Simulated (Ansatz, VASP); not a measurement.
Si3N4: VASP beside Ansatz

```xyz
14
Lattice="0.0000 3.8946 3.8946 3.8946 0.0000 3.8946 3.8946 3.8946 0.0000" Properties=species:S:1:pos:R:3 pbc="T T T"
Si    2.9210    2.9210    0.9737
Si    2.9210    0.9737    2.9210
Si    0.9737    2.9210    2.9210
Si    0.9737    0.9737    0.9737
Si    5.8419    5.8419    5.8419
Si    3.8946    3.8946    3.8946
N     2.8629    2.8629    2.8629
N     6.8737    4.8102    4.8102
N     4.8102    4.8102    6.8737
N     4.8102    6.8737    4.8102
N     4.9264    4.9264    2.8629
N     4.9264    2.8629    4.9264
N     6.8737    6.8737    6.8737
N     2.8629    4.9264    4.9264
```

Alike in both runs: functional PBE; k mesh 6 × 6 × 6; occupations gaussian, width 0.02 eV; no spin polarisation.

Ansatz relaxed the structure, and its values are those at the end. VASP's run is a single point on that final structure, the one shown.

|  | VASP | Ansatz |
| --- | --- | --- |
| version | VASP 6.6.1 | Ansatz 0.2.0 |
| potentials or method | VASP PAW PBE potentials, release 64 (Si, N), cutoff 520 eV | scalar-relativistic, plane waves, PAW |
| valence electrons in the cell | 64 | 64 |

|  | VASP | Ansatz | Ansatz less VASP |
| --- | --- | --- | --- |
| gap on the k mesh at the Fermi level (eV) | 3.33 | 3.34 | +0.011 |
| least direct gap on the mesh (eV) | 3.37 | 3.38 | +0.010 |
| pressure (GPa) | -0.2 | 0.0 | +0.18 |
| rms of the force components (eV/Å) | 0.003 | 0.000 | -0.0030 |
